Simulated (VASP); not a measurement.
# Pb (P6_3/mmc) in VASP: a series of runs

Runs on Pb. Level: PBE. Tasks: single point.

All numbers are computed with VASP 6.6.1; they aren't measurements. Logs are shortened: lines on timing, memory, paths and dates and some standing lists are left out, and cuts for length are marked.

### Step 1. The cell of the first run

Symmetry: P6_3/mmc, No. 194, hexagonal system. The conventional cell has a = 3.711 Å, b = 3.711 Å, c = 11.994 Å, α = 90.00°, β = 90.00°, γ = 120.00°. Within 4.8 Å of Pb (site symmetry -3m) lie 12 Pb at 3.69 to 3.71 Å. Pb (site symmetry -6m2) has 12 Pb at 3.69 to 3.71 Å within 4.8 Å.

### Step 2. Single point, PBE (volume scaled by 1.12)

Contents of INCAR:

```
SYSTEM = Pb
ALGO = Normal
EDIFF = 1E-6
ENCUT = 520
GGA = PE
ISIF = 2
ISMEAR = -1
LASPH = .True.
LCHARG = .False.
LREAL = .False.
LWAVE = .False.
NBANDS = 36
NELM = 60
PREC = Accurate
SIGMA = 0.1
```

Contents of KPOINTS:

```
k-points
0
Gamma
  11 11 3
  0 0 0
```

Contents of POSCAR:

```
Pb
1.0
    3.7110531098      0.0000000000      0.0000000000
   -1.8555265549      3.2138662678      0.0000000000
    0.0000000000      0.0000000000     11.9943252889
Pb
4
Direct
    1.0000000000      1.0000000000      0.0000000000
    1.0000000000      1.0000000000      0.5000000000
    0.3333333333      0.6666666667      0.2500000000
    0.6666666667      0.3333333333      0.7500000000
```

Potentials or basis: VASP PAW PBE potentials, release 64 (Pb_d).

Run with:

```console
> cat potpaw_PBE.64/Pb_d/POTCAR > POTCAR
> mpirun -np 1 vasp_std > vasp.out
```

OUTCAR:

```text
SYSTEM = Pb
   EDIFF = 1E-6
   ENCUT = 520
   GGA = PE
   ISIF = 2
   ISMEAR = -1
   LASPH = .True.
   LREAL = .False.
   NELM = 60
   PREC = Accurate

 ion  position               nearest neighbor table
   1  0.000  0.000  0.000-   3 3.69   4 3.69   3 3.69   4 3.69   4 3.69   3 3.69
   2  0.000  0.000  0.500-   3 3.69   4 3.69   3 3.69   4 3.69   4 3.69   3 3.69
   3  0.333  0.667  0.250-   1 3.69   2 3.69   1 3.69   2 3.69   1 3.69   2 3.69
   4  0.667  0.333  0.750-   1 3.69   2 3.69   1 3.69   2 3.69   1 3.69   2 3.69

  LATTYP: Found a hexagonal cell.
 ALAT       =     3.7110531098
 C/A-ratio  =     3.2320543344

  Lattice vectors:

 A1 = (   3.7110531098,   0.0000000000,   0.0000000000)
 A2 = (  -1.8555265549,   3.2138662678,   0.0000000000)
 A3 = (   0.0000000000,   0.0000000000,  11.9943252889)

Analysis of symmetry for initial positions (statically):
=====================================================================
 Subroutine PRICEL returns:
 Original cell was already a primitive cell.

 Routine SETGRP: Setting up the symmetry group for a
 hexagonal supercell.

 Subroutine GETGRP returns: Found 24 space group operations
 (whereof 12 operations were pure point group operations)
 out of a pool of 24 trial point group operations.

The static configuration has the point symmetry D_3d.
 The point group associated with its full space group is D_6h.

Analysis of symmetry for dynamics (positions and initial velocities):
=====================================================================
 Subroutine PRICEL returns:
 Original cell was already a primitive cell.

 Routine SETGRP: Setting up the symmetry group for a
 hexagonal supercell.

 Subroutine GETGRP returns: Found 24 space group operations
 (whereof 12 operations were pure point group operations)
 out of a pool of 24 trial point group operations.

The dynamic configuration has the point symmetry D_3d.
 The point group associated with its full space group is D_6h.

 Subroutine INISYM returns: Found 24 space group operations
 (whereof 12 operations are pure point group operations),
 and found     1 'primitive' translations

----------------------------------------------------------------------------------------

                                     Primitive cell

  volume of cell :     143.0543

  direct lattice vectors                    reciprocal lattice vectors
     3.711053110  0.000000000  0.000000000     0.269465289  0.155575857  0.000000000
    -1.855526555  3.213866268  0.000000000     0.000000000  0.311151715  0.000000000
     0.000000000  0.000000000 11.994325289     0.000000000  0.000000000  0.083372760

  length of vectors
     3.711053110  3.711053110 11.994325289     0.311151715  0.311151715  0.083372760

  position of ions in fractional coordinates (direct lattice)
     0.000000000  0.000000000  0.000000000
     0.000000000  0.000000000  0.500000000
     0.333333333  0.666666667  0.250000000
     0.666666667  0.333333333  0.750000000

  ion indices of the primitive-cell ions
   primitive index   ion index
                 1           1
                 2           2
                 3           3
                 4           4

----------------------------------------------------------------------------------------

 KPOINTS: k-points

Automatic generation of k-mesh.
 Grid dimensions read from file:
 generate k-points for:   11   11    3

 Generating k-lattice:

  Cartesian coordinates                     Fractional coordinates (reciprocal lattice)
     0.024496844  0.014143260  0.000000000     0.090909091  0.000000000  0.000000000
     0.000000000  0.028286520  0.000000000     0.000000000  0.090909091  0.000000000
     0.000000000  0.000000000  0.027790920     0.000000000  0.000000000  0.333333333

  Length of vectors
     0.028286520  0.028286520  0.027790920

  Shift w.r.t. Gamma in fractional coordinates (k-lattice)
     0.000000000  0.000000000  0.000000000

 Subroutine IBZKPT returns following result:
 ===========================================

 Found     32 irreducible k-points:

 Following reciprocal coordinates:
            Coordinates               Weight
  0.000000  0.000000  0.000000      1.000000
  0.090909  0.000000  0.000000      6.000000
  0.181818  0.000000  0.000000      6.000000
  0.272727 -0.000000  0.000000      6.000000
  0.363636  0.000000  0.000000      6.000000
  0.454545  0.000000  0.000000      6.000000
[... 16 lines left out ...]
  0.090909  0.090909  0.333333     12.000000
  0.181818  0.090909  0.333333     24.000000
 [... further k-points ...]
   k-points           NKPTS =     32   k-points in BZ     NKDIM =     32   number of bands    NBANDS=     36
   number of dos      NEDOS =    301   number of ions     NIONS =      4
   total plane-waves  NPLWV =  70560
   dimension x,y,z NGX =    28 NGY =   28 NGZ =   90
   dimension x,y,z NGXF=    56 NGYF=   56 NGZF=  180
   ions per type =               4
   NGX,Y,Z   is equivalent  to a cutoff of  12.54, 12.54, 12.47 a.u.
   NGXF,Y,Z  is equivalent  to a cutoff of  25.09, 25.09, 24.95 a.u.
 SYSTEM =  Pb
   PREC   = accura    normal or accurate (medium, high low for compatibility)
   ISTART =      0    job   : 0-new  1-cont  2-samecut
   ICHARG =      2    charge: 1-file 2-atom 10-const
   ISPIN  =      1    spin polarized calculation?
   LNONCOLLINEAR =      F non collinear calculations
   LSORBIT =      F    spin-orbit coupling
   LASPH  =      T    aspherical Exc in radial PAW
   ENCUT  =  520.0 eV  38.22 Ry    6.18 a.u.   6.90  6.90 22.30*2*pi/ulx,y,z
   NELM   =     60;   NELMIN=  2; NELMDL= -5     # of ELM steps
   EDIFF  = 0.1E-05   stopping-criterion for ELM
   LREAL  =      F    real-space projection
   EDIFFG = 0.1E-04   stopping-criterion for IOM
   NSW    =      0    number of steps for IOM
   IBRION =     -1    ionic relax: 0-MD 1-quasi-New 2-CG
   NFREE  =      0    steps in history (QN), initial steepest desc. (CG)
   ISIF   =      2    stress and relaxation
   ISYM   =      2    0-nonsym 1-usesym 2-fastsym
   POTIM  = 0.5000    time-step for ionic-motion
   TEBEG  =    0.0;   TEEND  =   0.0 temperature during run
   PSTRESS=    0.0 pullay stress
   NELECT =      56.0000    total number of electrons
   NUPDOWN=      -1.0000    fix difference up-down
   EMIN   =  10.00;   EMAX   =-10.00  energy-range for DOS
   EFERMI =   0.00;   METHOD = LEGACY
   ISMEAR =    -1;   SIGMA  =   0.10  broadening in eV -4-tet -1-fermi 0-gaus
   EFERMI_NEDOS =   21; number of points for ismear=-14 and -15
   IALGO  =     38    algorithm
   IMIX   =      4    mixing-type and parameters
     AMIX     =   0.40;   BMIX     =  1.00
     AMIX_MAG =   1.60;   BMIX_MAG =  1.00
  volume/ion in A,a.u.               =      35.76       241.34
  Fermi-wavevector in a.u.,A,eV,Ry     =   1.197578  2.263095 19.513390  1.434194
  Thomas-Fermi vector in A             =   2.333489
   LORBIT       =      0    0 simple, 1 ext, 2 COOP (PROOUT), +10 PAW based schemes
   GGA     = PE    functional components
   LHFCALC =     F    Hartree Fock is set to
   AEXX    =    0.0000 exact exchange contribution
   IVDW    =     0    specifies the selected vdW correction
   LEPSILON=     F    determine dielectric tensor
   LRPA    =     F    only Hartree local field effects (RPA)
 non-spin polarized calculation
  energy-cutoff  :      520.00
  volume of cell :      143.05
 maximum number of plane-waves:      3871
 NGX is ok and might be reduce to    28
   NGX = 13   NGY = 13   NGZ = 45

 number of electron      56.0000012 magnetization

 Free energy of the ion-electron system (eV)
  ---------------------------------------------------
  ext. energy  EPLUGINS =         0.00000000
  ---------------------------------------------------
  free energy    TOTEN  =       -14.07056311 eV

  energy without entropy =      -13.97898270  energy(sigma->0) =      -14.02477290

 E-fermi :   5.5970     XC(G=0):  -9.4199

 val. band max:        5.5589566661   @ k =   0.2727   0.0909   0.3333
 cond. band min:       5.5971951077   @ k =   0.3636   0.1818   0.0000
 fundamental gap:      0.0382384417
 Fermi energy:         5.5969652284

 k-point     1 :       0.0000    0.0000    0.0000
  band No.  band energies     occupation
      1     -11.4321      2.00000
      2     -11.4275      2.00000
      3     -11.4257      2.00000
      4     -11.4257      2.00000
      5     -11.4239      2.00000
      6     -11.4229      2.00000
[... 28 lines left out ...]
     35      11.6603      0.00000
     36      11.9166      0.00000

 k-point     2 :       0.0909    0.0000    0.0000
  band No.  band energies     occupation
      1     -11.4351      2.00000
      2     -11.4324      2.00000
      3     -11.4258      2.00000
      4     -11.4226      2.00000
      5     -11.4195      2.00000
      6     -11.4175      2.00000
[... 28 lines left out ...]
     35      11.7217      0.00000
     36      11.7530      0.00000

 k-point     3 :       0.1818    0.0000    0.0000
  band No.  band energies     occupation
      1     -11.4543      2.00000
      2     -11.4417      2.00000
      3     -11.4371      2.00000
      4     -11.4172      2.00000
      5     -11.4112      2.00000
      6     -11.4040      2.00000
[... 28 lines left out ...]
     35      11.1807      0.00000
     36      11.5054      0.00000

 k-point     4 :       0.2727   -0.0000    0.0000
  band No.  band energies     occupation
      1     -11.4772      2.00000
      2     -11.4529      2.00000
      3     -11.4527      2.00000
      4     -11.4193      2.00000
      5     -11.4191      2.00000
      6     -11.4085      2.00000
[... 28 lines left out ...]
     35      10.2242      0.00000
     36      11.0258      0.00000

 k-point     5 :       0.3636    0.0000    0.0000
  band No.  band energies     occupation
      1     -11.4968      2.00000
      2     -11.4695      2.00000
      3     -11.4608      2.00000
      4     -11.4343      2.00000
      5     -11.4302      2.00000
      6     -11.4176      2.00000
[... 655 lines left out ...]
 k-point    22 :       0.4545    0.0000    0.3333
  band No.  band energies     occupation
      1     -11.5026      2.00000
      2     -11.4895      2.00000
      3     -11.4549      2.00000
      4     -11.4394      2.00000
      5     -11.4333      2.00000
      6     -11.4213      2.00000
[... 28 lines left out ...]
     35       9.2887      0.00000
     36       9.9992      0.00000

 k-point    23 :       0.0909    0.0909    0.3333
  band No.  band energies     occupation
      1     -11.4387      2.00000
      2     -11.4339      2.00000
      3     -11.4323      2.00000
      4     -11.4319      2.00000
      5     -11.4139      2.00000
      6     -11.4073      2.00000
[... 28 lines left out ...]
     35      10.8422      0.00000
     36      11.1354      0.00000

 k-point    24 :       0.1818    0.0909    0.3333
  band No.  band energies     occupation
      1     -11.4553      2.00000
      2     -11.4493      2.00000
      3     -11.4329      2.00000
      4     -11.4243      2.00000
      5     -11.4136      2.00000
      6     -11.3996      2.00000
[... 28 lines left out ...]
     35      10.1439      0.00000
     36      10.8622      0.00000

 [... further k-points ...]
[... 5 lines left out ...]
  --------------------------------------------------------------------------------------
  -------------------------------------------------------------------------------------
  Total       -3.0824576     -3.0824576     -3.0626354     -0.0000000     -0.0000000      0.0000000
  in kB      -34.5228701    -34.5228701    -34.3008663     -0.0000000     -0.0000000      0.0000000
  external PRESSURE =     -34.4488688 kB  Pullay stress =       0.0000000 kB

 VOLUME and BASIS-vectors are now :
 -----------------------------------------------------------------------------
  energy-cutoff  :      520.00
  volume of cell :      143.05
      direct lattice vectors                 reciprocal lattice vectors
     3.711053110  0.000000000  0.000000000     0.269465289  0.155575857  0.000000000
    -1.855526555  3.213866268  0.000000000     0.000000000  0.311151715  0.000000000
     0.000000000  0.000000000 11.994325289     0.000000000  0.000000000  0.083372760

 POSITION                                       TOTAL-FORCE (eV/Angst)
 -----------------------------------------------------------------------------------
      0.00000      0.00000      0.00000         0.000000      0.000000     -0.000000
      0.00000      0.00000      5.99716         0.000000      0.000000     -0.000000
     -0.00000      2.14258      2.99858        -0.000000      0.000000      0.000000
      1.85553      1.07129      8.99574         0.000000     -0.000000     -0.000000
 -----------------------------------------------------------------------------------
    total drift:                                0.000000     -0.000000      0.000000

  FREE ENERGIE OF THE ION-ELECTRON SYSTEM (eV)
  ---------------------------------------------------
  free  energy   TOTEN  =       -14.0705631076 eV

  energy  without entropy=      -13.9789827011  energy(sigma->0) =      -14.02477290
```

Run time: 2.2 min. Hardware: 1 thread of AMD EPYC 7R13, shared host; peak memory 0.3 GiB.

What came out:

- Free energy: -14.0706 eV
- Pressure: -3.4 GPa
- Band gap on the k mesh: zero (band 28 reaches 10.26 eV, above the bottom of band 29 at 4.45 eV)

Levels at points of the mesh, in eV from the Fermi level:
| k point | band 24 | band 25 | band 26 | band 27 | band 28 | band 29 | band 30 | band 31 | band 32 | band 33 |
| --- | --- | --- | --- | --- | --- | --- | --- | --- | --- | --- |
| (0.00, 0.00, 0.00) | -7.95 | -3.45 | 0.58 | 0.58 | 4.58 | 4.58 | 5.23 | 5.23 | 5.28 | 5.28 |

Caveat: the cell differs from its parent crystal (volume scaled by 1.12); spin-orbit coupling is left out, which moves the levels of the heavy elements.

### Step 3. Single point, PBE

This run uses another cell than the first one, of 31.93 Å³/atom, 0.893 times its volume.

Contents of INCAR:

```
SYSTEM = Pb
PREC = Accurate
ENCUT = 520
EDIFF = 1E-6
ISMEAR = -1
SIGMA = 0.1
LREAL = .False.
LASPH = .True.
NELM = 100
ALGO = Normal
ISIF = 2
LWAVE = .False.
LCHARG = .True.
GGA = PE
LELF = .True.
LVHAR = .True.
NBANDS = 36
```

Contents of KPOINTS:

```
regular mesh
0
Gamma
  13 13 4
  0 0 0
```

Contents of POSCAR:

```
Pb
1.0
    3.5734784065      0.0000000000      0.0000000000
   -1.7867392033      3.0947230799      0.0000000000
    0.0000000000      0.0000000000     11.5496763729
Pb
4
Direct
    1.0000000000      1.0000000000      0.0000000000
    1.0000000000      1.0000000000      0.5000000000
    0.3333333333      0.6666666667      0.2500000000
    0.6666666667      0.3333333333      0.7500000000
```

Potentials or basis: VASP PAW PBE potentials, release 64 (Pb_d).

Run with:

```console
> cat potpaw_PBE.64/Pb_d/POTCAR > POTCAR
> mpirun -np 1 vasp_std > vasp.out
```

It took 3.9 min on 1 thread of AMD EPYC 7R13, shared host; peak memory 0.37 GiB.

It converged, with:

| Property | Result |
| --- | --- |
| Free energy | -14.2679 eV |
| Pressure | 0.0 GPa |
| Band gap on the k mesh | zero (band 28 reaches 11.95 eV, above the bottom of band 29 at 5.20 eV) |

Stress tensor (GPa, compression positive):
```
-0.18  0.00  0.00
 0.00 -0.18  0.00
 0.00  0.00  0.43
```

Levels at points of the mesh, in eV from the Fermi level:
```
           k point  band 26  band 27  band 28  band 29  band 30  band 31
(0.00, 0.00, 0.00)     0.75     0.76     5.15     5.15     5.91     5.91
(0.00, 0.00, 0.50)    -2.39     4.48     4.48     5.37     5.37     5.37
```

Caveat: spin-orbit coupling is left out, which moves the levels of the heavy elements.

### Step 4. Single point, PBE (volume scaled by 0.88)

Contents of INCAR:

```
PREC     = Accurate       # precision mode
ENCUT    = 520            # plane-wave cutoff, eV
EDIFF    = 1E-6           # SCF threshold, eV
ISMEAR   = -1             # smearing method
SIGMA    = 0.1            # smearing width, eV
LREAL    = False          # projectors in reciprocal space
LASPH    = True           # aspherical terms in the spheres
NELM     = 80             # most SCF steps
ALGO     = Normal         # electronic algorithm
ISIF     = 2              # what is computed and relaxed
LWAVE    = False          # write WAVECAR
LCHARG   = True           # write CHGCAR
GGA      = PE             # functional
LELF     = True           # ELF
LVHAR    = True         
NBANDS   = 36             # bands
```

Contents of KPOINTS:

```
Automatic mesh
0
Gamma
  11 11 3
```

Contents of POSCAR:

```
Pb
1.0
    3.4244070791      0.0000000000      0.0000000000
   -1.7122035396      2.9656235234      0.0000000000
    0.0000000000      0.0000000000     11.0678697431
Pb
4
Direct
    1.0000000000      1.0000000000      0.0000000000
    1.0000000000      1.0000000000      0.5000000000
    0.3333333333      0.6666666667      0.2500000000
    0.6666666667      0.3333333333      0.7500000000
```

Run with:

```console
> cat potpaw_PBE.64/Pb_d/POTCAR > POTCAR
> mpirun -np 1 vasp_std > vasp.out
```

It took 52 s on 1 thread of Intel Xeon 6975P-C (Granite Rapids), shared host; peak memory 0.28 GiB.

It converged, with:

```yaml
Free_energy: -13.9652 eV
Pressure: 6.7 GPa
Band_gap_on_the_k_mesh: zero (band 28 reaches 14.17 eV, above the bottom of band 29 at 6.60 eV)
```

Stress tensor (GPa, compression positive):
```
6.38 0.00 0.00
0.00 6.38 0.00
0.00 0.00 7.30
```

Levels at points of the mesh, in eV from the Fermi level:
```
           k point  band 24  band 25  band 26  band 27  band 28  band 29  band 30  band 31  band 32  band 33
(0.00, 0.00, 0.00)    -8.14    -4.61     0.97     0.98     5.84     5.84     6.74     6.74     6.79     6.79
```

Caveat: the cell differs from its parent crystal (volume scaled by 0.88); spin-orbit coupling is left out, which moves the levels of the heavy elements.

### Step 5. Overview

```csv
cell,k mesh,gap on the mesh (eV),pressure (GPa)
"a = 3.711, b = 3.711, c = 11.994 Å, angles 90.0, 90.0, 120.0°, 4 atoms",11 × 11 × 3,none,-3.4
"a = 3.573, b = 3.573, c = 11.550 Å, angles 90.0, 90.0, 120.0°, 4 atoms",13 × 13 × 4,none,0.0
"a = 3.424, b = 3.424, c = 11.068 Å, angles 90.0, 90.0, 120.0°, 4 atoms",11 × 11 × 3,none,6.7
```

Alike in all rows: task single point; level PBE; potentials or basis VASP PAW PBE potentials, release 64 (Pb_d); no spin polarisation; cutoff (eV) 520; smearing fermi-dirac 0.1 eV.

Caveats: spin-orbit coupling is left out, which moves the levels of the heavy elements.

Absolute energies hang on the potentials; compare differences alone.
